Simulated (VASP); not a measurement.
A run of VASP 6.6.1 is set up as follows.

Contents of INCAR:

```
SYSTEM = TePt2
ALGO = Fast
EDIFF = 1E-7
EDIFFG = -0.08
ENCUT = 600
GGA = PE
IBRION = 2
ISIF = 3
ISMEAR = 0
LASPH = .TRUE.
LCHARG = .FALSE.
LREAL = .FALSE.
LWAVE = .FALSE.
NELM = 100
NSW = 36
PREC = Accurate
SIGMA = 0.2
```

The input KPOINTS:

```
k-points
0
G
  4 4 4
  0 0 0
```

File POSCAR:

```
TePt2
1.0
   -3.1913852900      3.1913852900      2.8084767000
    3.1913852900     -3.1913852900      2.8084767000
    3.1913852900      3.1913852900     -2.8084767000
Te Pt
2 4
Direct
    0.2500000000      0.2500000000      0.0000000000
    0.7500000000      0.7500000000      0.0000000000
    0.6579999900      0.1579999900      0.8159999800
    0.1579999900      0.3420000100      0.5000000000
    0.3420000100      0.8420000100      0.1840000200
    0.8420000100      0.6579999900      0.5000000000
```

Potentials or basis: VASP PAW PBE potentials, release 64 (Te, Pt).

Command:

```console
$ cat potpaw_PBE.64/Te/POTCAR potpaw_PBE.64/Pt/POTCAR > POTCAR
$ mpirun -np 1 vasp_std > vasp.out
```

(1) Estimate the space group after relaxing (to 0.1 Å).

(2) Estimate the relaxed volume.

(3) Predict the relaxed cell.

(4) Estimate the band gap on the k mesh.

## Answers

(1) I4/mcm (No. 140).

(2) 19.90 Å³/atom.

(3) a = 5.582 Å, b = 5.582 Å, c = 5.582 Å, α = 121.83°, β = 121.83°, γ = 86.86°.

(4) zero (bands 26 and 27 overlap by 0.71 eV).

Caveat: the k points lie up to 0.35 Å⁻¹ apart in the final cell, too coarse for converged energies and pressures of a metal; spin-orbit coupling is left out, which moves the levels of the heavy elements.
